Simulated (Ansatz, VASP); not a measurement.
# Two plane-wave programs on Rb2CoF6

Contents of INCAR:

```
SYSTEM = Rb2CoF6
PREC = Accurate ; ENCUT = 520
EDIFF = 1E-7 ; ISMEAR = 0
SIGMA = 0.05 ; LREAL = .FALSE.
LASPH = .TRUE. ; NELM = 150
ALGO = Normal ; ISIF = 2
LWAVE = .FALSE. ; LCHARG = .FALSE.
ISPIN = 2 ; MAGMOM = 0 0 0.73 0.04 0.04 0.04 0.04 0.04 0.04
LORBIT = 11 ; LMAXMIX = 4
LDAU = .TRUE. ; LDAUTYPE = 2
LDAUL = -1 2 -1 ; LDAUU = 0 2 0
LDAUJ = 0 0 0 ; LDAUPRINT = 1
GGA = CA ; NBANDS = 48
```

Contents of KPOINTS:

```
regular mesh
0
G
  4 4 4
  0 0 0
```

File POSCAR:

```
Rb2CoF6
1.0
    0.0000000000      4.2299996800      4.2299996800
    4.2299996800      0.0000000000      4.2299996800
    4.2299996800      4.2299996800      0.0000000000
Rb Co F
2 1 6
Direct
    0.2500000000      0.2500000000      0.2500000000
    0.7500000000      0.7500000000      0.7500000000
    0.0000000000      0.0000000000      0.0000000000
    0.8050000000      0.1950000000      0.1950000000
    0.1950000000      0.8050000000      0.1950000000
    0.1950000000      0.8050000000      0.8050000000
    0.8050000000      0.1950000000      0.8050000000
    0.1950000000      0.1950000000      0.8050000000
    0.8050000000      0.8050000000      0.1950000000
```

Input for Ansatz:

```yaml
crystal:
  lattice:
    - [0.0, 4.22999968, 4.22999968]
    - [4.22999968, 0.0, 4.22999968]
    - [4.22999968, 4.22999968, 0.0]
  atoms:
    - { symbol: Rb, position: [0.25, 0.25, 0.25] }
    - { symbol: Rb, position: [0.75, 0.75, 0.75] }
    - { symbol: Co, position: [0.0, 0.0, 0.0], spin: 5.0 }
    - { symbol: F, position: [0.805, 0.195, 0.195] }
    - { symbol: F, position: [0.195, 0.805, 0.195] }
    - { symbol: F, position: [0.195, 0.805, 0.805] }
    - { symbol: F, position: [0.805, 0.195, 0.805] }
    - { symbol: F, position: [0.195, 0.195, 0.805] }
    - { symbol: F, position: [0.805, 0.805, 0.195] }
basis:
  ecutwfc: 420
  ecutrho_ratio: 4
kpoints:
  mp_grid: { grid: [4, 4, 4] }
hamiltonian:
  xc: lda
  hubbard:
    sites:
      - { site: 2, l: d, u_eff: 2.0, starting_ns: [{ spin: up, occupation_matrix: s2up }, { spin: down, occupation_matrix: s2down }] }
    occupation_matrices:
      s2up:
        matrix:
          - [0.97, 0.0, 0.0, 0.0, 0.0]
          - [0.0, 0.97, 0.0, 0.0, 0.0]
          - [0.0, 0.0, 0.97, 0.0, 0.0]
          - [0.0, 0.0, 0.0, 0.97, 0.0]
          - [0.0, 0.0, 0.0, 0.0, 0.97]
      s2down:
        matrix:
          - [0.02, 0.0, 0.0, 0.0, 0.0]
          - [0.0, 0.02, 0.0, 0.0, 0.0]
          - [0.0, 0.0, 0.02, 0.0, 0.0]
          - [0.0, 0.0, 0.0, 0.02, 0.0]
          - [0.0, 0.0, 0.0, 0.0, 0.02]
    ns_hold: { iters: 12 }
scf:
  occupations: { method: gaussian, width: 0.05 }
  lower_state_search: "off"
  max_iter: 150
output:
  forces: true
  stress: true
  eigenvalues: true
  populations: true
  hubbard: { sites: [{ site: 2, l: d }] }
  write_density: true
  write_potential: true
  elf: true
  volumetric_format: npy
magnetization:
  spin_polarized: true
```

Alike in both runs: task single point; functional LDA; k mesh 4 × 4 × 4; occupations gaussian, width 0.05 eV; collinear spin; Hubbard terms Co d U = 2.0 eV.

|  | VASP | Ansatz |
| --- | --- | --- |
| version | VASP 6.6.1 | Ansatz 0.2.0 |
| potentials or method | VASP PAW LDA potentials, release 64 (Rb_sv, Co, F), cutoff 520 eV | scalar-relativistic, plane waves, PAW |
| valence electrons in the cell | 69 | 77 |

Ansatz gave:

- gap on the k mesh at the Fermi level (eV): none
- pressure (GPa): 12.3
- rms of the force components (eV/Å): 2.059
- net moment per atom (μB): 0.11
- size of the moment on the site where the two differ most (μB): 0.67

**Question.** Which values does VASP return?

**Answer.** gap on the k mesh at the Fermi level (eV): none; pressure (GPa): 11.4; rms of the force components (eV/Å): 1.964; net moment per atom (μB): 0.11; size of the moment on the site where the two differ most (μB): 0.74.

LDA's correlation is that of Perdew and Zunger in VASP and of Perdew and Wang (1992) in Ansatz. Site moments also hang on the region over which each program counts them. The programs project onto different local orbitals, so the same U acts differently, and such runs can settle in different states. Atom by atom the forces differ by 0.095 eV/Å (rms over components). A gap of «none» marks a metal or a gap that the smearing closes. VASP's potentials hold 69 valence electrons a cell and Ansatz's 77, so a difference there can come from the potentials and not from the codes. Ansatz's warnings: filled band counts differ across k points, specified occupation not kept.
